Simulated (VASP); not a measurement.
Wanted: the native input for a VASP 6.6.1 run.

```
Task                   : single point
Functional             : PBE
Potentials or basis    : VASP PAW PBE potentials, release 64 (Te, Pb_d, Se)
Cutoff                 : 520 eV
k mesh                 : 4 × 4 × 1
Occupations            : gaussian, width 0.1 eV
Spin                   : no spin polarisation
Dipole correction      : no
Further INCAR settings : ALGO = Normal; EDIFF = 1e-07; NBANDS = 50
```

The structure of Te3Pb4Se lies in POSCAR:

```
Te3Pb4Se
1.0
    4.5792493255     -0.0000316732      0.0798682472
    0.0009277607      4.6454342854     -0.0214227671
    0.1875159199     -0.0553768033     16.6668665586
Te Pb Se
3 4 1
Direct
    0.0101989433     -0.0134031650      0.0281866316
    0.4891118135      0.4888587259      0.2263852203
    0.5317817620      0.4774501922      0.8257504639
    0.0290570409     -0.0062539074      0.8444987422
    0.5119063644      0.4970291681      0.0120745826
   -0.0120262407      0.0093232718      0.2404646018
    0.4704894798      0.5693718485      0.4091724721
   -0.0305191633     -0.0223761341      0.4134672856
```

The input as run:

INCAR

```
SYSTEM = Te3Pb4Se
PREC = Accurate ; ENCUT = 520
EDIFF = 1E-7 ; ISMEAR = 0
SIGMA = 0.1 ; LREAL = .False.
LASPH = .True. ; NELM = 80
ALGO = Normal ; ISIF = 2
LWAVE = .False. ; LCHARG = .False.
GGA = PE ; NBANDS = 50
```

KPOINTS

```
Automatic mesh
0
Gamma
  4 4 1
  0 0 0
```

Potentials or basis: VASP PAW PBE potentials, release 64 (Te, Pb_d, Se).

Run with:

```console
$ cat potpaw_PBE.64/Te/POTCAR potpaw_PBE.64/Pb_d/POTCAR potpaw_PBE.64/Se/POTCAR > POTCAR
$ mpirun -np 1 vasp_std > vasp.out
```

It gave:

```json
{"Pressure": "0.0 GPa", "Largest force": "0.014 eV/Å", "Band gap on the k mesh": "1.07 eV"}
```

Caveat: spin-orbit coupling is left out, which moves the levels of the heavy elements; an odd mesh through Γ misses points on the zone boundary, where band edges can lie.

It took 2.1 min on 1 thread of AMD EPYC 9R45 96-Core Processor (Zen 5), on a shared host, peak memory 0.43 GiB.
